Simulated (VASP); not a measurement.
Wanted: the native input for a VASP 6.6.1 run.

| Property | Result |
| --- | --- |
| Task | single point |
| Functional | PBEsol |
| Potentials or basis | VASP PAW PBE potentials, release 64 (Si, Mo_sv) |
| Cutoff | 520 eV |
| k mesh | 18 × 18 × 18 |
| Occupations | gaussian, width 0.1 eV |
| Spin | no spin polarisation |
| Dipole correction | no |
| Further INCAR settings | ALGO = Normal; EDIFF = 1e-06; NBANDS = 18 |

The structure of Si2Mo lies in POSCAR:

```
Si2Mo
1.0
   -1.5601367293      1.5601367293      3.8423473768
    1.5601367293     -1.5601367293      3.8423473768
    1.5601367293      1.5601367293     -3.8423473768
Si Mo
2 1
Direct
    0.3342383302      0.3342383302      0.0000000000
    0.6657616698      0.6657616698      0.0000000000
    0.0000000000      0.0000000000      0.0000000000
```

These files were run (other wordings do the same):

INCAR

```
SYSTEM = Si2Mo
PREC     = Accurate       ! precision mode
ENCUT    = 520            ! plane-wave cutoff, eV
EDIFF    = 1E-6           ! SCF threshold, eV
ISMEAR   = 0              ! smearing method
SIGMA    = 0.1            ! smearing width, eV
LREAL    = .False.        ! projectors in reciprocal space
LASPH    = .True.         ! aspherical terms in the spheres
NELM     = 80             ! most SCF steps
ALGO     = Normal         ! electronic algorithm
ISIF     = 2              ! what is computed and relaxed
LWAVE    = .False.        ! write WAVECAR
LCHARG   = .False.        ! write CHGCAR
GGA      = PS             ! functional
NBANDS   = 18             ! bands
```

KPOINTS

```
Automatic mesh
0
Gamma
  18 18 18
  0 0 0
```

Potentials or basis: VASP PAW PBE potentials, release 64 (Si, Mo_sv).

The run is started by

```sh
$ cat potpaw_PBE.64/Si/POTCAR potpaw_PBE.64/Mo_sv/POTCAR > POTCAR
$ mpirun -np 1 vasp_std > vasp.out
```

It gave:

```yaml
Pressure: 16.0 GPa
Largest_force: 0.014 eV/Å
Band_gap_on_the_k_mesh: zero (bands 11 and 12 overlap by 1.00 eV)
```

Caveat: the cell stands under pressure; the PAW data sets were made with another functional, which shifts forces and pressure a little.

It took 4.8 min on 1 thread of Intel(R) Xeon(R) Platinum 8488C (Sapphire Rapids), on a shared host, peak memory 0.44 GiB.
